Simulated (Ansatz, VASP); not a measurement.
# Ge: VASP beside Ansatz

```
CELL_PARAMETERS angstrom
1.39715 -2.60052 0.00000
1.39715 2.60052 0.00000
0.00000 0.00000 2.63078
ATOMIC_POSITIONS crystal
Ge 0.50000 0.50000 0.00000
```

Change from the starting cell: strain +0.000 along x and y, -0.025 along z, atoms carried along.

Alike in both runs: task single point; functional PBEsol; k mesh 20 × 20 × 18; occupations gaussian, width 0.15 eV; no spin polarisation.

|  | VASP | Ansatz |
| --- | --- | --- |
| version | VASP 6.6.1 | Ansatz 0.2.0 |
| potentials or method | VASP PAW PBE potentials, release 64 (Ge_d), cutoff 520 eV | scalar-relativistic, plane waves, PAW |
| valence electrons in the cell | 14 | 14 |

Ansatz gave:

```
gap on the k mesh at the Fermi level (eV)                     : none
pressure (GPa)                                                : -2.4
traceless stress, the component that is largest in VASP (GPa) : 3.14
```

Q: What did VASP give for the same quantities?

A: gap on the k mesh at the Fermi level (eV): none; pressure (GPa): -2.6; traceless stress, the component that is largest in VASP (GPa): 3.09.

VASP's potentials were made for PBE, not for PBEsol. A gap of «none» marks a metal or a gap that the smearing closes.
